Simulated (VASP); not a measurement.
# Al3GaN4 (P1) in VASP: notebook

Al3GaN4 is run at these levels: PBEsol; tasks: single point.

All numbers are computed with VASP 6.6.1; they aren't measurements. Logs are shortened: lines on timing, memory, paths and dates and some standing lists are left out, and cuts for length are marked.

**1. The cell of the first run**

The typed cell holds 16 atoms: a = 4.407 Å, b = 4.407 Å, c = 8.858 Å, α = 90.00°, β = 84.29°, γ = 90.00°.

**2. Single point, PBEsol (the part above a cut slid along it)**

INCAR reads:

```
ALGO     = Normal         # electronic algorithm
EDIFF    = 1E-7           # SCF threshold, eV
ENCUT    = 520            # plane-wave cutoff, eV
GGA      = PS             # functional
ISIF     = 2              # what is computed and relaxed
ISMEAR   = 0              # smearing method
LASPH    = T              # aspherical terms in the spheres
LCHARG   = F              # write CHGCAR
LREAL    = Auto         
LWAVE    = F              # write WAVECAR
NBANDS   = 56             # bands
NELM     = 80             # most SCF steps
PREC     = Accurate       # precision mode
SIGMA    = 0.05           # smearing width, eV
```

KPOINTS reads:

```
k-points
0
Gamma
  5 5 3
```

POSCAR reads:

```
Al3GaN4
1.0
    0.0000000000     -4.4069948432      0.0000000000
    0.0000000000      0.0000000000     -4.4069948432
    8.8139896863     -0.8813989686      0.0000000000
Al Ga N
6 2 8
Direct
    0.4877600000      1.0000000000      0.0612000000
    0.3877600000      1.0000000000      0.5612000000
   -0.0122400000      0.5000000000      0.0612000000
   -0.1122400000      0.5000000000      0.5612000000
    0.4377600000      0.5000000000      0.3112000000
    0.3377600000      0.5000000000      0.8112000000
   -0.0622400000      1.0000000000      0.3112000000
   -0.1622400000      1.0000000000      0.8112000000
    0.2185815106      0.7447077176      0.1835538588
    0.1185815106      0.7447077176      0.6835538588
    0.7079969458      0.2552922824      0.1835538588
    0.6079969458      0.2552922824      0.6835538588
    0.0675230542      0.2552922824      0.9388461412
    0.1675230542      0.2552922824      0.4388461412
    0.5569384894      0.7447077176      0.9388461412
    0.6569384894      0.7447077176      0.4388461412
```

Potentials or basis: VASP PAW PBE potentials, release 64 (Al, Ga_d, N).

On the command line:

```sh
cat potpaw_PBE.64/Al/POTCAR potpaw_PBE.64/Ga_d/POTCAR potpaw_PBE.64/N/POTCAR > POTCAR
mpirun -np 1 vasp_std > vasp.out
```

OUTCAR:

```text
EDIFF = 1E-7
   ENCUT = 520
   GGA = PS
   ISIF = 2
   ISMEAR = 0
   LASPH = T
   LREAL = Auto
   NELM = 80
   PREC = Accurate

 ion  position               nearest neighbor table
   1  0.488  0.000  0.061-  15 1.57  11 1.90   9 1.90  13 2.50   8 2.57   7 3.12   5 3.12   5 3.12
                             7 3.12   3 3.12   3 3.12   3 3.12   3 3.12   6 3.24   6 3.24
   2  0.388  0.000  0.561-  14 1.90  12 1.90  16 1.90  10 1.90   7 3.12   8 3.12   5 3.12   6 3.12
                             5 3.12   6 3.12   7 3.12   8 3.12   4 3.12   4 3.12   4 3.12   4 3.12
   3  0.988  0.500  0.061-  13 1.54   9 1.90  11 1.90  15 2.52   6 2.57   5 3.12   7 3.12   7 3.12
                             5 3.12   1 3.12   1 3.12   1 3.12   1 3.12
   4  0.888  0.500  0.561-  16 1.90  10 1.90  14 1.90  12 1.90   5 3.12   6 3.12   7 3.12   8 3.12
                             7 3.12   8 3.12   5 3.12   6 3.12   2 3.12   2 3.12   2 3.12   2 3.12
   5  0.438  0.500  0.311-  11 1.90  14 1.90   9 1.90  16 1.90   3 3.12   4 3.12   1 3.12   2 3.12
                             1 3.12   2 3.12   4 3.12   3 3.12   7 3.12   7 3.12   7 3.12   7 3.12
   6  0.338  0.500  0.811-  12 1.90  13 1.90  10 1.90  15 1.90   3 2.57   4 3.12   2 3.12   2 3.12
                             4 3.12   8 3.12   8 3.12   8 3.12   8 3.12   1 3.24   1 3.24
   7  0.938  0.000  0.311-   9 1.95  16 1.95  11 1.95  14 1.95   1 3.12   2 3.12   3 3.12   4 3.12
                             3 3.12   4 3.12   2 3.12   1 3.12   5 3.12   5 3.12   5 3.12   5 3.12
   8  0.838  0.000  0.811-  10 1.95  15 1.95  12 1.95  13 1.95   1 2.57   2 3.12   4 3.12   4 3.12
                             2 3.12   6 3.12   6 3.12   6 3.12   6 3.12
   9  0.219  0.745  0.184-   3 1.90   5 1.90   1 1.90   7 1.95
  10  0.119  0.745  0.684-   4 1.90   6 1.90   2 1.90   8 1.95
  11  0.708  0.255  0.184-   1 1.90   5 1.90   3 1.90   7 1.95
  12  0.608  0.255  0.684-   2 1.90   6 1.90   4 1.90   8 1.95
  13  0.068  0.255  0.939-   3 1.54   6 1.90   8 1.95   1 2.50
  14  0.168  0.255  0.439-   2 1.90   5 1.90   4 1.90   7 1.95
  15  0.557  0.745  0.939-   1 1.57   6 1.90   8 1.95   3 2.52
  16  0.657  0.745  0.439-   4 1.90   5 1.90   2 1.90   7 1.95

  LATTYP: Found a simple monoclinic cell.
 ALAT       =     4.4069948432
 B/A-ratio  =     1.0000000000
 C/A-ratio  =     2.0099751242
 COS(beta)  =    -0.0995037190

  Lattice vectors:

 A1 = (   0.0000000000,  -4.4069948432,   0.0000000000)
 A2 = (   0.0000000000,   0.0000000000,   4.4069948432)
 A3 = (  -8.8139896863,   0.8813989686,   0.0000000000)

Analysis of symmetry for initial positions (statically):
=====================================================================
 Subroutine PRICEL returns:
 Original cell was already a primitive cell.

 Routine SETGRP: Setting up the symmetry group for a
 simple monoclinic supercell.

 Subroutine GETGRP returns: Found  1 space group operations
 (whereof  1 operations were pure point group operations)
 out of a pool of  4 trial point group operations.
[... 158 lines left out ...]
   ISMEAR =     0;   SIGMA  =   0.05  broadening in eV -4-tet -1-fermi 0-gaus
   EFERMI_NEDOS =   21; number of points for ismear=-14 and -15
   IALGO  =     38    algorithm
   IMIX   =      4    mixing-type and parameters
     AMIX     =   0.40;   BMIX     =  1.00
     AMIX_MAG =   1.60;   BMIX_MAG =  1.00
  volume/ion in A,a.u.               =      10.70        72.20
  Fermi-wavevector in a.u.,A,eV,Ry     =   1.291265  2.440137 22.685883  1.667365
  Thomas-Fermi vector in A             =   2.423046
   LORBIT       =      0    0 simple, 1 ext, 2 COOP (PROOUT), +10 PAW based schemes
   GGA     = PS    functional components
   LHFCALC =     F    Hartree Fock is set to
   AEXX    =    0.0000 exact exchange contribution
   IVDW    =     0    specifies the selected vdW correction
   LEPSILON=     F    determine dielectric tensor
   LRPA    =     F    only Hartree local field effects (RPA)
 non-spin polarized calculation
 Gauss-broadening in eV      SIGMA  =   0.05
  energy-cutoff  :      520.00
  volume of cell :      171.18
 maximum number of plane-waves:      4620
 NGX is ok and might be reduce to    36
   NGX = 17   NGY = 17   NGZ = 33

 number of electron      83.9999986 magnetization

 Free energy of the ion-electron system (eV)
  ---------------------------------------------------
  ext. energy  EPLUGINS =         0.00000000
  ---------------------------------------------------
  free energy    TOTEN  =      -114.24330521 eV

  energy without entropy =     -114.24330521  energy(sigma->0) =     -114.24330521

 E-fermi :   6.4152     XC(G=0): -11.3157

 val. band max:        6.1629526211   @ k =   0.0000   0.0000   0.0000
 cond. band min:       8.3075348482   @ k =   0.0000   0.0000   0.0000
 fundamental gap:      2.1445822271
 Fermi energy:         6.4151662250

 k-point     1 :       0.0000    0.0000    0.0000
  band No.  band energies     occupation
      1      -9.6141      2.00000
      2      -8.6955      2.00000
      3      -8.4391      2.00000
      4      -8.0015      2.00000
      5      -7.8263      2.00000
      6      -7.8011      2.00000
[... 1357 lines left out ...]
     53      14.3200      0.00000
     54      14.5925      0.00000

 [... further k-points ...]

 [bands above 54 left out]

------------------------ aborting loop because EDIFF is reached ----------------------------------------

  FORCE on cell =-STRESS in cart. coord.  units (eV):
  Direction    XX          YY          ZZ          XY          YZ          ZX
  --------------------------------------------------------------------------------------
  -------------------------------------------------------------------------------------
  Total       22.3085426     -1.7735472     10.5583636     15.1948450     -6.5092262    -11.9834346
  in kB      208.7969542    -16.5995269     98.8210747    142.2162533    -60.9231461   -112.1590367
  external PRESSURE =      97.0061673 kB  Pullay stress =       0.0000000 kB

 VOLUME and BASIS-vectors are now :
 -----------------------------------------------------------------------------
  energy-cutoff  :      520.00
  volume of cell :      171.18
      direct lattice vectors                 reciprocal lattice vectors
     0.000000000 -4.406994843  0.000000000    -0.022691200 -0.226911997  0.000000000
     0.000000000  0.000000000 -4.406994843     0.000000000  0.000000000 -0.226911997
     8.813989686 -0.881398969  0.000000000     0.113455998  0.000000000  0.000000000

 POSITION                                       TOTAL-FORCE (eV/Angst)
 -----------------------------------------------------------------------------------
      0.53942     -2.20350      0.00000         6.427841      2.901472     -5.250798
      4.94641     -2.20350      0.00000         0.045754     -0.008213      0.025993
      0.53942     -4.40699     -2.20350         7.648032      3.302813     -5.935346
      4.94641     -4.40699     -2.20350         0.048176      0.020228      0.014889
      2.74291     -2.20350     -2.20350         0.241454      0.058992      0.094873
      7.14991     -2.20350     -2.20350        -1.013858     -0.816215      0.190085
[... 8 lines left out ...]
      8.27498     -3.28192     -3.28192        -6.427884     -3.134488      5.269884
      3.86799     -3.28192     -3.28192        -0.064419      0.079109     -0.020006
 -----------------------------------------------------------------------------------
    total drift:                                0.016866      0.000224     -0.007224

  FREE ENERGIE OF THE ION-ELECTRON SYSTEM (eV)
  ---------------------------------------------------
  free  energy   TOTEN  =      -114.2433052067 eV

  energy  without entropy=     -114.2433052067  energy(sigma->0) =     -114.24330521
```

stdout:

```text
POSCAR found type information on POSCAR AlGaN
 POSCAR found :  3 types and      16 ions
 scaLAPACK will be used
 -----------------------------------------------------------------------------
|                                                                             |
|                                                                             |
|     You enforced a specific xc type in the INCAR file but a different       |
|     I HOPE YOU KNOW WHAT YOU ARE DOING!                                     |
|                                                                             |
 -----------------------------------------------------------------------------

 LDA part: xc-table for (Slater+PW92), standard interpolation
 POSCAR, INCAR and KPOINTS ok, starting setup
 FFT: planning ... GRIDC
 FFT: planning ... GRID_SOFT
 FFT: planning ... GRID
 WAVECAR not read
 entering main loop
```

It took 27 min on 1 thread of Intel Xeon 8259CL, shared host; peak memory 0.42 GiB.

Results:

| Quantity | Value |
| --- | --- |
| Free energy | -114.2433 eV |
| Pressure | 9.7 GPa |
| Largest force | 10.388 eV/Å |
| Band gap on the k mesh | 2.14 eV |

Forces on the atoms (eV/Å):
```
Al   6.428  2.901 -5.251
Al   0.046 -0.008  0.026
Al   7.648  3.303 -5.935
Al   0.048  0.020  0.015
Al   0.241  0.059  0.095
Al  -1.014 -0.816  0.190
Ga   0.257  0.016  0.124
Ga  -1.029 -0.735  0.095
N    0.874  1.107 -0.160
N   -0.026 -0.080 -0.102
N    0.774  1.189 -0.187
N   -0.096 -0.118 -0.082
N   -7.600 -3.867  5.933
N   -0.058  0.085 -0.011
N   -6.428 -3.134  5.270
N   -0.064  0.079 -0.020
```

Caveat: the cell differs from its parent crystal (the part above a cut slid along it); the stress differs along the axes, from -2 to 21 GPa; the PAW data sets were made with another functional, which shifts forces and pressure a little.

**3. Single point, PBEsol (the part above a cut slid along it)**

INCAR reads:

```
SYSTEM = Al3GaN4
PREC = Accurate
ENCUT = 520
EDIFF = 1E-6
ISMEAR = 0
SIGMA = 0.05
LREAL = Auto
LASPH = .TRUE.
NELM = 80
ALGO = Normal
ISIF = 2
LWAVE = .FALSE.
LCHARG = .FALSE.
GGA = PS
NBANDS = 56
```

KPOINTS reads:

```
Automatic mesh
0
G
  5 5 3
  0 0 0
```

POSCAR reads:

```
Al3GaN4
1.0
    0.0000000000     -4.4069948432      0.0000000000
    0.0000000000      0.0000000000     -4.4069948432
    8.8139896863     -1.7627979373      0.0000000000
Al Ga N
6 2 8
Direct
    0.4755200000      1.0000000000      0.0612000000
    0.2755200000      1.0000000000      0.5612000000
   -0.0244800000      0.5000000000      0.0612000000
   -0.2244800000      0.5000000000      0.5612000000
    0.3755200000      0.5000000000      0.3112000000
    0.1755200000      0.5000000000      0.8112000000
   -0.1244800000      1.0000000000      0.3112000000
   -0.3244800000      1.0000000000      0.8112000000
    0.1818707389      0.7447077176      0.1835538588
   -0.0181292611      0.7447077176      0.6835538588
    0.6712861741      0.2552922824      0.1835538588
    0.4712861741      0.2552922824      0.6835538588
   -0.1202461741      0.2552922824      0.9388461412
    0.0797538259      0.2552922824      0.4388461412
    0.3691692611      0.7447077176      0.9388461412
    0.5691692611      0.7447077176      0.4388461412
```

Potentials or basis: VASP PAW PBE potentials, release 64 (Al, Ga_d, N).

On the command line:

```sh
cat potpaw_PBE.64/Al/POTCAR potpaw_PBE.64/Ga_d/POTCAR potpaw_PBE.64/N/POTCAR > POTCAR
mpirun -np 1 vasp_std > vasp.out
```

Run time: 21 min. Hardware: 1 thread of Intel Xeon 8259CL, shared host; peak memory 0.42 GiB.

It converged, with:

| Property | Result |
| --- | --- |
| Free energy | -110.5752 eV |
| Pressure | 10.2 GPa |
| Largest force | 6.647 eV/Å |
| Band gap on the k mesh | 0.04 eV (least direct gap 0.19 eV) |

Forces in eV/Å, atoms in the order of the input:
```
Al   4.908 -0.645 -1.635
Al  -0.043 -0.007  0.044
Al   6.022 -1.242 -2.524
Al  -0.040  0.014 -0.006
Al   0.724  0.056  0.047
Al  -4.189 -0.818  0.132
Ga   0.766  0.036  0.124
Ga  -4.361 -0.800  0.097
N    3.818  1.041 -0.039
N    0.047 -0.052 -0.127
N    3.687  1.426 -0.117
N    0.020 -0.128 -0.074
N   -6.256  0.355  2.210
N   -0.007  0.064 -0.035
N   -5.105  0.626  1.912
N    0.009  0.074 -0.008
```

Stress tensor (GPa, compression positive):
```
38.66  6.37 -3.84
 6.37 -5.40 -8.74
-3.84 -8.74 -2.54
```

Levels at points of the mesh, in eV from the valence-band top:
| k point | band 39 | band 40 | band 41 | band 42 | band 43 | band 44 | band 45 | band 46 |
| --- | --- | --- | --- | --- | --- | --- | --- | --- |
| (0.00, 0.00, 0.00) | -1.37 | -1.01 | -0.85 | -0.12 | 0.07 | 0.08 | 2.57 | 3.11 |

Caveat: the cell differs from its parent crystal (the part above a cut slid along it); the stress differs along the axes, from -5 to 39 GPa; semilocal functionals underestimate gaps, and a narrow one can read as zero; the PAW data sets were made with another functional, which shifts forces and pressure a little.
